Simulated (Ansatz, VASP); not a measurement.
In: VASP beside Ansatz

INCAR

```
  PREC = Accurate
  ENCUT = 500
  EDIFF = 1E-6
  ISMEAR = 0
  SIGMA = 0.1
  LREAL = False
  LASPH = True
  NELM = 120
  ALGO = Normal
  ISIF = 2
  LWAVE = False
  LCHARG = False
  GGA = CA
  NBANDS = 12
  GGA_COMPAT = False
```

KPOINTS

```
Automatic mesh
0
Gamma
  8 8 8
```

Contents of POSCAR:

```
In
1.0
   -1.6261500000      1.6261500000      2.4739500000
    1.6261500000     -1.6261500000      2.4739500000
    1.6261500000      1.6261500000     -2.4739500000
In
1
Direct
    0.0000000000      0.0000000000      0.0000000000
```

Input for Ansatz:

```yaml
crystal:
  lattice:
    - [-1.62615, 1.62615, 2.47395]
    - [1.62615, -1.62615, 2.47395]
    - [1.62615, 1.62615, -2.47395]
  atoms:
    - { symbol: In, position: [0.0, 0.0, 0.0] }
basis:
  ecutwfc: 420
kpoints:
  mp_grid: { grid: [8, 8, 8] }
hamiltonian:
  xc: lda
scf:
  occupations: { method: gaussian, width: 0.1 }
output:
  forces: true
  stress: true
  eigenvalues: true
```

Alike in both runs: task single point; functional LDA; k mesh 8 × 8 × 8; occupations gaussian, width 0.1 eV; no spin polarisation.

|  | VASP | Ansatz |
| --- | --- | --- |
| version | VASP 6.6.1 | Ansatz 0.2.0 |
| potentials or method | VASP PAW LDA potentials, release 64 (In_d), cutoff 500 eV | scalar-relativistic, plane waves, PAW |
| valence electrons in the cell | 13 | 13 |

```tsv
	VASP	Ansatz	Ansatz less VASP
gap on the k mesh at the Fermi level (eV)	none	none	-
pressure (GPa)	-2.7	-2.7	+0.03
traceless stress, the component that is largest in VASP (GPa)	2.68	2.59	-0.084
```

LDA's correlation is that of Perdew and Zunger in VASP and of Perdew and Wang (1992) in Ansatz. A gap of «none» marks a metal or a gap that the smearing closes.
